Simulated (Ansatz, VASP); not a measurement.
## One calculation of Ba, two programs

```
Ba
1.0
    -2.27970    2.27970    2.27970
     2.27970   -2.27970    2.27970
     2.27970    2.27970   -2.27970
Ba
1
Direct
  0.00000 0.00000 0.00000
```

Alike in both runs: task single point; functional LDA; k mesh 15 × 15 × 15; occupations fermi-dirac, width 0.1 eV; no spin polarisation.

```csv
,VASP,Ansatz
version,VASP 6.6.1,Ansatz 0.2.0
potentials or method,"VASP PAW LDA potentials, release 64 (Ba_sv), cutoff 520 eV","plane waves (420 eV) with PAW, scalar-relativistic"
valence electrons in the cell,10,10
```

Ansatz gave:

| Quantity | Value |
| --- | --- |
| pressure (GPa) | 1.5 |

Q: What did VASP give for the same quantities?

A: Pressure (GPa): 1.7.

Ansatz warns that its potentials were made for another functional, while VASP's fit it. LDA's correlation is that of Perdew and Zunger in VASP and of Perdew and Wang (1992) in Ansatz.

Neither program's run includes spin-orbit coupling.
